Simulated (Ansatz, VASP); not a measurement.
**One calculation of Co, two programs**

```xyz
2
Lattice="2.4874 0.0000 0.0000 -1.2437 2.1541 0.0000 0.0000 0.0000 4.0633" Properties=species:S:1:pos:R:3 pbc="T T T"
Co    0.0000    1.4361    3.0074
Co    1.2437    0.7180    1.0559
```

Alike in both runs: task single point; functional PBE; k mesh 10 × 10 × 6; occupations fermi-dirac, width 0.05 eV; collinear spin; fixed moment 6 μB.

|  | VASP | Ansatz |
| --- | --- | --- |
| version | VASP 6.6.1 | Ansatz 0.2.0 |
| potentials or method | VASP PAW PBE potentials, release 64 (Co) | Ansatz PAW |
| plane-wave cutoff (eV) | 520 | 420 |
| valence electrons in the cell | 18 | 34 |

|  | VASP | Ansatz | Ansatz less VASP |
| --- | --- | --- | --- |
| rms of the force components (eV/Å) | 0.643 | 0.674 | +0.0316 |
| net moment per atom (μB) | 3.00 | 3.00 | 0.000 |
| size of the moment on the site where the two differ most (μB) | 2.87 | 2.76 | -0.101 |

Site moments also hang on the region over which each program counts them. Atom by atom the forces differ by 0.032 eV/Å (rms over components). VASP's potentials hold 18 valence electrons a cell and Ansatz's 34, so a difference there can come from the potentials and not from the codes.
